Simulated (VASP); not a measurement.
A run of VASP 6.6.1:

Contents of INCAR:

```
SYSTEM = Sr
ALGO = Normal
EDIFF = 1E-6
ENCUT = 520
GGA = PE
ISIF = 2
ISMEAR = -1
LASPH = .True.
LCHARG = .False.
LREAL = .False.
LWAVE = .False.
NBANDS = 28
NELM = 100
PREC = Accurate
SIGMA = 0.1
```

KPOINTS

```
k-points
0
Gamma
  11 11 3
  0 0 0
```

POSCAR

```
Sr
1.0
    4.3806057630      0.0000000000      0.0000000000
   -2.1903028815      3.7937158748      0.0000000000
    0.0000000000      0.0000000000     14.3361539005
Sr
4
Direct
    0.0000000000      0.0000000000      0.0000000000
    1.0000000000      1.0000000000      0.5000000000
    0.3333333333      0.6666666667      0.2500000000
    0.6666666667      0.3333333333      0.7500000000
```

Potentials or basis: VASP PAW PBE potentials, release 64 (Sr_sv).

Run with:

```bash
$ cat potpaw_PBE.64/Sr_sv/POTCAR > POTCAR
$ mpirun -np 1 vasp_std > vasp.out
```

Hardware: 1 thread of Intel Xeon 8259CL (shared host).

Problem. How long does it take, and how much memory?

Solution. It took 5.3 min on 1 thread of Intel Xeon 8259CL (shared host), peak memory 0.46 GiB. Counts: scf iterations 13, k points 32.
